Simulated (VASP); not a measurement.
# BN (P2_1) in VASP: notebook

Runs on BN. Level: PBE. Tasks: single point.

All numbers are computed with VASP 6.6.1; they aren't measurements. Logs are shortened: lines on timing, memory, paths and dates and some standing lists are left out, and cuts for length are marked.

**1. The cell of the first run**

It takes space group P2_1 (No. 4, monoclinic). The conventional cell has a = 2.555 Å, b = 4.225 Å, c = 2.555 Å, α = 90.00°, β = 120.00°, γ = 90.00°. Within 2.1 Å of B (site symmetry 1) lie 4 N at 1.56 to 1.60 Å. N (site symmetry 1) has 4 B at 1.56 to 1.60 Å within 2.1 Å.

**2. Single point, PBE (mode 4 (471.6 1/cm) frozen in, largest displacement -0.120 Å)**

File INCAR:

```
SYSTEM = BN
ALGO     = Normal         ! electronic algorithm
EDIFF    = 1E-7           ! SCF threshold, eV
ENCUT    = 520            ! plane-wave cutoff, eV
GGA      = PE             ! functional
ISIF     = 2              ! what is computed and relaxed
ISMEAR   = 0              ! smearing method
LASPH    = .True.         ! aspherical terms in the spheres
LCHARG   = .False.        ! write CHGCAR
LREAL    = .False.        ! projectors in reciprocal space
LWAVE    = .False.        ! write WAVECAR
NBANDS   = 16             ! bands
NELM     = 60             ! most SCF steps
PREC     = Accurate       ! precision mode
SIGMA    = 0.05           ! smearing width, eV
```

File KPOINTS:

```
k-points
0
Gamma
  12 12 6
  0 0 0
```

File POSCAR:

```
BN
1.0
    2.5545800960      0.0000000000      0.0000000000
   -1.2772900480      2.2123312591      0.0000000000
    0.0000000000      0.0000000000      4.2245145352
B N
2 2
Direct
    0.6228000294      0.3333333333      0.9998058547
    0.3771999706      0.6666666667      0.4998058547
    0.7136411186      0.3333333333      0.6251941453
    0.2863588814      0.6666666667      0.1251941453
```

Potentials or basis: VASP PAW PBE potentials, release 64 (B, N).

The run is started by

```bash
cat potpaw_PBE.64/B/POTCAR potpaw_PBE.64/N/POTCAR > POTCAR
mpirun -np 1 vasp_std > vasp.out
```

OUTCAR:

```text
SYSTEM = BN
   EDIFF = 1E-7
   ENCUT = 520
   GGA = PE
   ISIF = 2
   ISMEAR = 0
   LASPH = .True.
   LREAL = .False.
   NELM = 60
   PREC = Accurate

 ion  position               nearest neighbor table
   1  0.623  0.333  1.000-   4 1.56   4 1.57   4 1.57   3 1.60
   2  0.377  0.667  0.500-   3 1.56   3 1.57   3 1.57   4 1.60
   3  0.714  0.333  0.625-   2 1.56   2 1.57   2 1.57   1 1.60
   4  0.286  0.667  0.125-   1 1.56   1 1.57   1 1.57   2 1.60

  LATTYP: Found a hexagonal cell.
 ALAT       =     2.5545800960
 C/A-ratio  =     1.6537021258

  Lattice vectors:

 A1 = (   2.5545800960,   0.0000000000,   0.0000000000)
 A2 = (  -1.2772900480,   2.2123312591,   0.0000000000)
 A3 = (   0.0000000000,   0.0000000000,   4.2245145352)

Analysis of symmetry for initial positions (statically):
=====================================================================
 Subroutine PRICEL returns:
 Original cell was already a primitive cell.

 Routine SETGRP: Setting up the symmetry group for a
 hexagonal supercell.

 Subroutine GETGRP returns: Found  2 space group operations
 (whereof  1 operations were pure point group operations)
 out of a pool of 24 trial point group operations.

The static configuration has the point symmetry C_1 .
 The point group associated with its full space group is C_2 .

Analysis of symmetry for dynamics (positions and initial velocities):
=====================================================================
 Subroutine PRICEL returns:
 Original cell was already a primitive cell.

 Routine SETGRP: Setting up the symmetry group for a
 hexagonal supercell.

 Subroutine GETGRP returns: Found  2 space group operations
 (whereof  1 operations were pure point group operations)
 out of a pool of 24 trial point group operations.

The dynamic configuration has the point symmetry C_1 .
 The point group associated with its full space group is C_2 .

 Subroutine INISYM returns: Found  2 space group operations
 (whereof  1 operations are pure point group operations),
 and found     1 'primitive' translations

----------------------------------------------------------------------------------------

                                     Primitive cell

  volume of cell :      23.8752

  direct lattice vectors                    reciprocal lattice vectors
     2.554580096  0.000000000  0.000000000     0.391453766  0.226005937  0.000000000
    -1.277290048  2.212331259  0.000000000     0.000000000  0.452011875  0.000000000
     0.000000000  0.000000000  4.224514535     0.000000000  0.000000000  0.236713590

  length of vectors
     2.554580096  2.554580096  4.224514535     0.452011875  0.452011875  0.236713590

  position of ions in fractional coordinates (direct lattice)
     0.622800029  0.333333333  0.999805855
     0.377199971  0.666666667  0.499805855
     0.713641119  0.333333333  0.625194145
     0.286358881  0.666666667  0.125194145

  ion indices of the primitive-cell ions
   primitive index   ion index
                 1           1
                 2           2
                 3           3
                 4           4

----------------------------------------------------------------------------------------

 KPOINTS: k-points

Automatic generation of k-mesh.
 Grid dimensions read from file:
 generate k-points for:   12   12    6

 Generating k-lattice:

  Cartesian coordinates                     Fractional coordinates (reciprocal lattice)
     0.032621147  0.018833828  0.000000000     0.083333333  0.000000000  0.000000000
     0.000000000  0.037667656  0.000000000     0.000000000  0.083333333  0.000000000
     0.000000000  0.000000000  0.039452265     0.000000000  0.000000000  0.166666667

  Length of vectors
     0.037667656  0.037667656  0.039452265

  Shift w.r.t. Gamma in fractional coordinates (k-lattice)
     0.000000000  0.000000000  0.000000000

 Subroutine IBZKPT returns following result:
 ===========================================

 Found    296 irreducible k-points:

 Following reciprocal coordinates:
            Coordinates               Weight
  0.000000  0.000000  0.000000      1.000000
  0.083333 -0.000000  0.000000      2.000000
  0.000000  0.083333  0.000000      2.000000
 -0.083333  0.083333  0.000000      2.000000
  0.166667  0.000000  0.000000      2.000000
  0.000000  0.166667  0.000000      2.000000
[... 16 lines left out ...]
  0.166667  0.083333  0.000000      2.000000
 -0.083333  0.250000  0.000000      2.000000
 [... further k-points ...]
   k-points           NKPTS =    296   k-points in BZ     NKDIM =    296   number of bands    NBANDS=     16
   number of dos      NEDOS =    301   number of ions     NIONS =      4
   total plane-waves  NPLWV =  12800
   dimension x,y,z NGX =    20 NGY =   20 NGZ =   32
   dimension x,y,z NGXF=    40 NGYF=   40 NGZF=   64
   ions per type =               2   2
   NGX,Y,Z   is equivalent  to a cutoff of  13.02, 13.02, 12.59 a.u.
   NGXF,Y,Z  is equivalent  to a cutoff of  26.03, 26.03, 25.19 a.u.
 SYSTEM =  BN
   PREC   = accura    normal or accurate (medium, high low for compatibility)
   ISTART =      0    job   : 0-new  1-cont  2-samecut
   ICHARG =      2    charge: 1-file 2-atom 10-const
   ISPIN  =      1    spin polarized calculation?
   LNONCOLLINEAR =      F non collinear calculations
   LSORBIT =      F    spin-orbit coupling
   LASPH  =      T    aspherical Exc in radial PAW
   ENCUT  =  520.0 eV  38.22 Ry    6.18 a.u.   4.75  4.75  7.85*2*pi/ulx,y,z
   NELM   =     60;   NELMIN=  2; NELMDL= -5     # of ELM steps
   EDIFF  = 0.1E-06   stopping-criterion for ELM
   LREAL  =      F    real-space projection
   EDIFFG = 0.1E-05   stopping-criterion for IOM
   NSW    =      0    number of steps for IOM
   IBRION =     -1    ionic relax: 0-MD 1-quasi-New 2-CG
   NFREE  =      0    steps in history (QN), initial steepest desc. (CG)
   ISIF   =      2    stress and relaxation
   ISYM   =      2    0-nonsym 1-usesym 2-fastsym
   POTIM  = 0.5000    time-step for ionic-motion
   TEBEG  =    0.0;   TEEND  =   0.0 temperature during run
   PSTRESS=    0.0 pullay stress
   NELECT =      16.0000    total number of electrons
   NUPDOWN=      -1.0000    fix difference up-down
   EMIN   =  10.00;   EMAX   =-10.00  energy-range for DOS
   EFERMI =   0.00;   METHOD = LEGACY
   ISMEAR =     0;   SIGMA  =   0.05  broadening in eV -4-tet -1-fermi 0-gaus
   EFERMI_NEDOS =   21; number of points for ismear=-14 and -15
   IALGO  =     38    algorithm
   IMIX   =      4    mixing-type and parameters
     AMIX     =   0.40;   BMIX     =  1.00
     AMIX_MAG =   1.60;   BMIX_MAG =  1.00
  volume/ion in A,a.u.               =       5.97        40.28
  Fermi-wavevector in a.u.,A,eV,Ry     =   1.432625  2.707270 27.924811  2.052416
  Thomas-Fermi vector in A             =   2.552232
   LORBIT       =      0    0 simple, 1 ext, 2 COOP (PROOUT), +10 PAW based schemes
   GGA     = PE    functional components
   LHFCALC =     F    Hartree Fock is set to
   AEXX    =    0.0000 exact exchange contribution
   IVDW    =     0    specifies the selected vdW correction
   LEPSILON=     F    determine dielectric tensor
   LRPA    =     F    only Hartree local field effects (RPA)
 non-spin polarized calculation
 Gauss-broadening in eV      SIGMA  =   0.05
  energy-cutoff  :      520.00
  volume of cell :       23.88
 maximum number of plane-waves:       660
   NGX =  9   NGY =  9   NGZ = 15

 number of electron      15.9999999 magnetization

 Free energy of the ion-electron system (eV)
  ---------------------------------------------------
  ext. energy  EPLUGINS =         0.00000000
  ---------------------------------------------------
  free energy    TOTEN  =       -34.55627471 eV

  energy without entropy =      -34.55627471  energy(sigma->0) =      -34.55627471

 E-fermi :   7.7476     XC(G=0): -12.7774

 val. band max:        7.4853303272   @ k =   0.0000   0.0000   0.0000
 cond. band min:      12.4438693775   @ k =   0.3333   0.3333   0.0000
 fundamental gap:      4.9585390503
 Fermi energy:         7.7475975028

 k-point     1 :       0.0000    0.0000    0.0000
  band No.  band energies     occupation
      1     -12.8414      2.00000
      2      -8.7183      2.00000
      3      -3.3370      2.00000
      4       5.2803      2.00000
      5       5.5696      2.00000
      6       7.1502      2.00000
[... 8 lines left out ...]
     15      19.7518      0.00000
     16      23.0418      0.00000

 k-point     2 :       0.0833   -0.0000    0.0000
  band No.  band energies     occupation
      1     -12.6905      2.00000
      2      -8.6051      2.00000
      3      -3.1866      2.00000
      4       4.6141      2.00000
      5       5.2335      2.00000
      6       6.7996      2.00000
[... 8 lines left out ...]
     15      19.9757      0.00000
     16      22.9120      0.00000

 k-point     3 :       0.0000    0.0833    0.0000
  band No.  band energies     occupation
      1     -12.6914      2.00000
      2      -8.6032      2.00000
      3      -3.1878      2.00000
      4       4.6615      2.00000
      5       5.2093      2.00000
      6       6.7489      2.00000
[... 8 lines left out ...]
     15      20.0238      0.00000
     16      22.8922      0.00000

 k-point     4 :      -0.0833    0.0833    0.0000
  band No.  band energies     occupation
      1     -12.6926      2.00000
      2      -8.5995      2.00000
      3      -3.1895      2.00000
      4       4.7976      2.00000
      5       5.0373      2.00000
      6       6.6278      2.00000
[... 8 lines left out ...]
     15      20.0150      0.00000
     16      22.6898      0.00000

 k-point     5 :       0.1667    0.0000    0.0000
  band No.  band energies     occupation
      1     -12.2419      2.00000
      2      -8.2830      2.00000
      3      -2.7413      2.00000
      4       2.9746      2.00000
      5       4.5196      2.00000
      6       5.4553      2.00000
[... 8 lines left out ...]
     15      20.8785      0.00000
     16      22.6795      0.00000

 k-point     6 :       0.0000    0.1667    0.0000
  band No.  band energies     occupation
      1     -12.2462      2.00000
      2      -8.2739      2.00000
      3      -2.7464      2.00000
      4       3.0162      2.00000
      5       4.5287      2.00000
      6       5.4294      2.00000
[... 8 lines left out ...]
     15      20.9982      0.00000
     16      22.5783      0.00000
[... 267 lines left out ...]
 k-point    21 :      -0.0833    0.1667    0.0000
  band No.  band energies     occupation
      1     -12.3972      2.00000
      2      -8.3707      2.00000
      3      -2.8972      2.00000
      4       3.7736      2.00000
      5       4.3144      2.00000
      6       5.8689      2.00000
[... 8 lines left out ...]
     15      20.4405      0.00000
     16      22.4727      0.00000

 k-point    22 :      -0.1667    0.0833    0.0000
  band No.  band energies     occupation
      1     -12.3943      2.00000
      2      -8.3769      2.00000
      3      -2.8935      2.00000
      4       3.6384      2.00000
      5       4.4387      2.00000
      6       5.9611      2.00000
[... 8 lines left out ...]
     15      20.6242      0.00000
     16      22.3787      0.00000

 k-point    23 :       0.1667    0.0833    0.0000
  band No.  band energies     occupation
      1     -11.7992      2.00000
      2      -7.9949      2.00000
      3      -2.3026      2.00000
      4       1.9291      2.00000
      5       3.5846      2.00000
      6       4.6568      2.00000
[... 8 lines left out ...]
     15      22.1689      0.00000
     16      22.6217      0.00000

 k-point    24 :      -0.0833    0.2500    0.0000
  band No.  band energies     occupation
      1     -11.8153      2.00000
      2      -7.9538      2.00000
      3      -2.3230      2.00000
      4       2.0555      2.00000
      5       3.2695      2.00000
      6       4.7690      2.00000
[... 8 lines left out ...]
     15      21.4028      0.00000
     16      22.8926      0.00000

 [... further k-points ...]
[... 5 lines left out ...]
  --------------------------------------------------------------------------------------
  -------------------------------------------------------------------------------------
  Total       -0.4641696      0.1610476      0.2164201      0.6322779      0.0000000      0.0000000
  in kB      -31.1487599     10.8073317     14.5231780     42.4299114      0.0000000      0.0000000
  external PRESSURE =      -1.9394167 kB  Pullay stress =       0.0000000 kB

 VOLUME and BASIS-vectors are now :
 -----------------------------------------------------------------------------
  energy-cutoff  :      520.00
  volume of cell :       23.88
      direct lattice vectors                 reciprocal lattice vectors
     2.554580096  0.000000000  0.000000000     0.391453766  0.226005937  0.000000000
    -1.277290048  2.212331259  0.000000000     0.000000000  0.452011875  0.000000000
     0.000000000  0.000000000  4.224514535     0.000000000  0.000000000  0.236713590

 POSITION                                       TOTAL-FORCE (eV/Angst)
 -----------------------------------------------------------------------------------
      1.16523      0.73744      4.22369         0.971515     -0.060842      0.023879
      0.11206      1.47489      2.11144        -0.971515      0.060842      0.023879
      1.39729      0.73744      2.64114        -1.397258     -0.078317     -0.023879
     -0.12000      1.47489      0.52888         1.397258      0.078317     -0.023879
 -----------------------------------------------------------------------------------
    total drift:                                0.000000      0.000000      0.000322

  FREE ENERGIE OF THE ION-ELECTRON SYSTEM (eV)
  ---------------------------------------------------
  free  energy   TOTEN  =       -34.5562747137 eV

  energy  without entropy=      -34.5562747137  energy(sigma->0) =      -34.55627471
```

Run time: 44 s. Hardware: 1 thread of Intel Xeon 6975P-C (Granite Rapids), shared host; peak memory 0.2 GiB.

What came out:

```
Free energy            : -34.5563 eV
Pressure               : -0.2 GPa
Largest force          : 1.400 eV/Å
Band gap on the k mesh : 4.96 eV, indirect (least direct gap 7.88 eV)
```

Forces in eV/Å, atoms in the order of the input:
```
B    0.972 -0.061  0.024
B   -0.972  0.061  0.024
N   -1.397 -0.078 -0.024
N    1.397  0.078 -0.024
```

Stress tensor (GPa, compression positive):
```
-3.11  4.24  0.00
 4.24  1.08  0.00
 0.00  0.00  1.45
```

Levels at points of the mesh, in eV from the valence-band top:
| k point | band 5 | band 6 | band 7 | band 8 | band 9 | band 10 | band 11 | band 12 |
| --- | --- | --- | --- | --- | --- | --- | --- | --- |
| (0.00, 0.00, 0.00) | -1.92 | -0.34 | -0.14 | 0.00 | 7.88 | 8.41 | 8.47 | 9.91 |
| (0.50, 0.00, 0.00) | -6.28 | -4.91 | -4.80 | -2.21 | 6.55 | 9.01 | 10.39 | 11.01 |
| (0.00, 0.50, 0.00) | -6.88 | -4.83 | -4.24 | -2.38 | 6.83 | 7.91 | 10.23 | 10.87 |
| (0.50, 0.50, 0.00) | -7.22 | -4.96 | -3.65 | -2.22 | 6.40 | 6.81 | 10.50 | 10.94 |
| (0.00, 0.00, 0.50) | -1.24 | -1.24 | -1.16 | -1.16 | 9.02 | 9.02 | 9.78 | 9.78 |
| (0.50, 0.00, 0.50) | -3.86 | -3.86 | -3.13 | -3.13 | 6.57 | 6.57 | 9.27 | 9.27 |
| (0.00, 0.50, 0.50) | -4.12 | -4.12 | -3.11 | -3.11 | 6.38 | 6.38 | 9.85 | 9.85 |
| (0.50, 0.50, 0.50) | -3.96 | -3.96 | -3.47 | -3.47 | 6.24 | 6.24 | 10.14 | 10.14 |

Caveat: the cell differs from its parent crystal (mode 4 (471.6 1/cm) frozen in, largest displacement -0.120 Å); forces of over 1 eV/Å act on the atoms, so gaps and moduli don't describe the material at rest.

(Part 1 of 2 ends here.)
